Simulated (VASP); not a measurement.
# MnO (Fm-3m) in VASP: a series of runs, part 2 of 2

VASP 6.6.1.

**4. Single point, PBEsol+D4, collinear spin, ferromagnetic start**

This run uses another cell than the first one, of 11.44 Å³/atom, 1.106 times its volume.

File INCAR:

```
SYSTEM = MnO
ALGO     = Normal         ! electronic algorithm
EDIFF    = 1E-6           ! SCF threshold, eV
ENCUT    = 520            ! plane-wave cutoff, eV
GGA      = PS             ! functional
ISIF     = 2              ! what is computed and relaxed
ISMEAR   = -1             ! smearing method
ISPIN    = 2              ! spin polarisation
IVDW     = 13             ! dispersion correction
LASPH    = .TRUE.         ! aspherical terms in the spheres
LCHARG   = .TRUE.         ! write CHGCAR
LELF     = .TRUE.         ! ELF
LMAXMIX  = 4              ! l up to which the mixer works
LORBIT   = 11             ! projections on sites
LREAL    = .FALSE.        ! projectors in reciprocal space
LVHAR    = .TRUE.       
LWAVE    = .FALSE.        ! write WAVECAR
MAGMOM   = 4 0            ! initial moments
NBANDS   = 20             ! bands
NELM     = 150            ! most SCF steps
PREC     = Accurate       ! precision mode
SIGMA    = 0.05           ! smearing width, eV
```

File KPOINTS:

```
k-points
0
G
  10 10 10
  0 0 0
```

File POSCAR:

```
MnO
1.0
    0.0000000000      2.2531730023      2.2531730023
    2.2531730023      0.0000000000      2.2531730023
    2.2531730023      2.2531730023      0.0000000000
Mn O
1 1
Direct
    0.0000000000      0.0000000000      0.0000000000
    0.5000000000      0.5000000000      0.5000000000
```

Potentials or basis: VASP PAW PBE potentials, release 64 (Mn_pv, O).

Run with:

```
$ cat potpaw_PBE.64/Mn_pv/POTCAR potpaw_PBE.64/O/POTCAR > POTCAR
$ mpirun -np 1 vasp_std > vasp.out
```

OUTCAR:

```text
SYSTEM = MnO
   EDIFF = 1E-6
   ENCUT = 520
   GGA = PS
   ISIF = 2
   ISMEAR = -1
   ISPIN = 2
   IVDW = 13
   LASPH = .TRUE.
   LORBIT = 11
   LREAL = .FALSE.
   NELM = 150
   PREC = Accurate

 ion  position               nearest neighbor table
   1  0.000  0.000  0.000-   2 2.25   2 2.25   2 2.25   2 2.25   2 2.25   2 2.25
   2  0.500  0.500  0.500-   1 2.25   1 2.25   1 2.25   1 2.25   1 2.25   1 2.25

  LATTYP: Found a face centered cubic cell.
 ALAT       =     4.5063460046

  Lattice vectors:

 A1 = (   0.0000000000,   2.2531730023,   2.2531730023)
 A2 = (   2.2531730023,   0.0000000000,   2.2531730023)
 A3 = (   2.2531730023,   2.2531730023,   0.0000000000)

Analysis of symmetry for initial positions (statically):
=====================================================================
 Subroutine PRICEL returns:
 Original cell was already a primitive cell.

 Routine SETGRP: Setting up the symmetry group for a
 face centered cubic supercell.

 Subroutine GETGRP returns: Found 48 space group operations
 (whereof 48 operations were pure point group operations)
 out of a pool of 48 trial point group operations.

[... 1293 lines left out ...]

------------------------ aborting loop because EDIFF is reached ----------------------------------------

  DFT-D4 for vdW energy calculation

  Edisp (eV):   -0.35811

  FORCE on cell =-STRESS in cart. coord.  units (eV):
  Direction    XX          YY          ZZ          XY          YZ          ZX
  --------------------------------------------------------------------------------------
  -------------------------------------------------------------------------------------
  Total      -1.84611    -1.84611    -1.84611     0.00000     0.00000     0.00000
  in kB    -129.28672  -129.28672  -129.28672     0.00000     0.00000     0.00000
  external pressure =     -129.29 kB  Pullay stress =        0.00 kB

 VOLUME and BASIS-vectors are now :
 -----------------------------------------------------------------------------
  energy-cutoff  :      520.00
  volume of cell :       22.88
      direct lattice vectors                 reciprocal lattice vectors
     0.000000000  2.253173002  2.253173002    -0.221909281  0.221909281  0.221909281
     2.253173002  0.000000000  2.253173002     0.221909281 -0.221909281  0.221909281
     2.253173002  2.253173002  0.000000000     0.221909281  0.221909281 -0.221909281

 POSITION                                       TOTAL-FORCE (eV/Angst)
 -----------------------------------------------------------------------------------
      0.00000      0.00000      0.00000         0.000000     -0.000000      0.000000
      2.25317      2.25317      2.25317        -0.000000      0.000000     -0.000000
 -----------------------------------------------------------------------------------
    total drift:                                0.000000     -0.000000     -0.000000

  FREE ENERGIE OF THE ION-ELECTRON SYSTEM (eV)
  ---------------------------------------------------
  free  energy   TOTEN  =       -17.5263584124 eV

  energy  without entropy=      -17.5193775342  energy(sigma->0) =      -17.52286797

 total charge

# of ion       s       p       d       tot
------------------------------------------
    1        0.200   6.167   4.950  11.317
    2        1.556   3.375   0.000   4.932
--------------------------------------------------
tot          1.756   9.542   4.950  16.248

 magnetization (x)

# of ion       s       p       d       tot
------------------------------------------
    1        0.034   0.025   4.306   4.365
    2        0.029   0.168   0.000   0.197
--------------------------------------------------
tot          0.063   0.193   4.306   4.562
```

Run time: 14 s. Hardware: 1 thread of Intel Xeon 6975P-C (Granite Rapids), shared host; peak memory 0.16 GiB.

Results:

- Free energy: -17.5264 eV
- Pressure: -12.9 GPa
- Net moment: 4.82 μB per cell
- Site moments: Mn +4.37; O +0.20 μB
- Valence electrons inside the program's atomic spheres: Mn 11.32; O 4.93
- Dispersion energy per atom: -0.179 eV

Caveat: the PAW data sets were made with another functional, which shifts forces and pressure a little; a cell with one magnetic atom can't hold antiferromagnetic order, which such compounds often take; semilocal functionals often make such compounds metallic where correlation or magnetic order opens a gap, which also shifts bond lengths; pairwise dispersion overbinds metals, which lowers pressure and volume.

**5. Single point, revPBE, collinear spin, ferromagnetic start**

This run uses another cell than the first one, of 11.44 Å³/atom, 1.106 times its volume.

File INCAR:

```
PREC = Accurate
ENCUT = 520
EDIFF = 1E-7
ISMEAR = -1
SIGMA = 0.05
LREAL = False
LASPH = True
NELM = 150
ALGO = Normal
ISIF = 2
LWAVE = False
LCHARG = False
ISPIN = 2
MAGMOM = 4 0
LORBIT = 11
LMAXMIX = 4
GGA = RE
NBANDS = 20
```

File KPOINTS:

```
Automatic mesh
0
Gamma
  10 10 10
```

POSCAR is that of step 4.

Run with:

```
$ cat potpaw_PBE.64/Mn_pv/POTCAR potpaw_PBE.64/O/POTCAR > POTCAR
$ mpirun -np 1 vasp_std > vasp.out
```

It took 14 s on 1 thread of Intel Xeon 6975P-C (Granite Rapids), shared host; peak memory 0.16 GiB.

The run converged. Its results:

```yaml
Free_energy: -15.8137 eV
Pressure: -0.1 GPa
Net_moment: 4.89 μB per cell
Site_moments: Mn +4.43; O +0.20 μB
Valence_electrons_inside_the_program's_atomic_spheres: Mn 11.30; O 4.97
```

Levels at points of the mesh, in eV from the Fermi level:
Spin up:
```
           k point  band 10  band 11  band 12  band 13  band 14  band 15
(0.00, 0.00, 0.00)    -3.20    -2.71    -2.71    -0.65    13.88    16.04
(0.50, 0.00, 0.00)    -1.94     0.10     0.10     3.44     7.47    11.67
(0.50, 0.50, 0.00)    -2.13    -2.13    -2.03     4.79     7.67    10.20
```
Spin down:
| k point | band 4 | band 5 | band 6 | band 7 | band 8 | band 9 | band 10 | band 11 |
| --- | --- | --- | --- | --- | --- | --- | --- | --- |
| (0.00, 0.00, 0.00) | -19.50 | -3.12 | -3.12 | -3.12 | 0.81 | 0.99 | 0.99 | 0.99 |
| (0.50, 0.00, 0.00) | -18.64 | -6.93 | -4.50 | -4.50 | 2.08 | 2.13 | 2.13 | 3.66 |
| (0.50, 0.50, 0.00) | -18.65 | -6.05 | -4.06 | -4.06 | -0.48 | 2.09 | 2.22 | 2.53 |

Caveat: the PAW data sets were made with another functional, which shifts forces and pressure a little; a cell with one magnetic atom can't hold antiferromagnetic order, which such compounds often take; semilocal functionals often make such compounds metallic where correlation or magnetic order opens a gap, which also shifts bond lengths. With open d or f shells a metallic result of revPBE can be an artefact of self-interaction; +U or a hybrid may open a gap.

**6. The runs side by side**

| level | potentials or basis | cell | gap on the mesh (eV) | pressure (GPa) | moment (μB) |
| --- | --- | --- | --- | --- | --- |
| PBE | VASP PAW PBE potentials, release 64 (Mn_pv, O) | a = 3.081 Å, angles 60.0°, 2 atoms | none | 6.9 | 4.58 |
| LDA | VASP PAW LDA potentials, release 64 (Mn_pv, O) | a = 3.166 Å, angles 60.0°, 2 atoms | none | -18.9 | 4.59 |
| PBEsol+D4 | VASP PAW PBE potentials, release 64 (Mn_pv, O) | a = 3.186 Å, angles 60.0°, 2 atoms | none | -12.9 | 4.82 |
| revPBE | VASP PAW PBE potentials, release 64 (Mn_pv, O) | a = 3.186 Å, angles 60.0°, 2 atoms | none | -0.1 | 4.89 |

Alike in all rows: task single point; spin collinear, ferromagnetic start; k mesh 10 × 10 × 10; cutoff (eV) 520; smearing fermi-dirac 0.05 eV.

Caveats: a cell with one magnetic atom can't hold antiferromagnetic order, which such compounds often take; semilocal functionals often make such compounds metallic where correlation or magnetic order opens a gap, which also shifts bond lengths; the PAW data sets were made with another functional, which shifts forces and pressure a little (some runs); pairwise dispersion overbinds metals, which lowers pressure and volume (some runs).

Total energies depend on the potentials used, so only differences within one code and one set of settings carry meaning.
